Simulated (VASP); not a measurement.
A run of VASP 6.6.1:

INCAR

```
  PREC = Accurate
  ENCUT = 520
  EDIFF = 1E-6
  ISMEAR = 0
  SIGMA = 0.1
  LREAL = F
  LASPH = T
  NELM = 150
  ALGO = Normal
  ISIF = 2
  LWAVE = F
  LCHARG = F
  ISPIN = 2
  MAGMOM = 0 0 0 0 1 1 1 1 1 1
  LORBIT = 11
  GGA = PE
  NBANDS = 37
```

File KPOINTS:

```
Automatic mesh
0
Gamma
  6 6 6
```

File POSCAR:

```
Mg2O3
1.0
    2.6850685501      1.5502250502      4.8872279795
   -2.6850685501      1.5502250502      4.8872279795
    0.0000000000     -3.1004501004      4.8872279795
Mg O
4 6
Direct
    0.8521800000      0.8521800000      0.8521800000
    0.6478200000      0.6478200000      0.6478200000
    0.1478200000      0.1478200000      0.1478200000
    0.3521800000      0.3521800000      0.3521800000
    0.0562500000      0.4437500000      0.7500000000
    0.7500000000      0.0562500000      0.4437500000
    0.4437500000      0.7500000000      0.0562500000
    0.9437500000      0.5562500000      0.2500000000
    0.2500000000      0.9437500000      0.5562500000
    0.5562500000      0.2500000000      0.9437500000
```

Potentials or basis: VASP PAW PBE potentials, release 64 (Mg, O).

The run is started by

```console
$ cat potpaw_PBE.64/Mg/POTCAR potpaw_PBE.64/O/POTCAR > POTCAR
$ mpirun -np 1 vasp_std > vasp.out
```

Hardware: 1 thread of Intel Xeon 6975P-C, with other jobs on the host.

Q: How long does it take, and how much memory?

A: Wall time 7.5 min on 1 thread of Intel Xeon 6975P-C, with other jobs on the host, peak memory 0.51 GiB. Counts: scf iterations 15, k points 32.
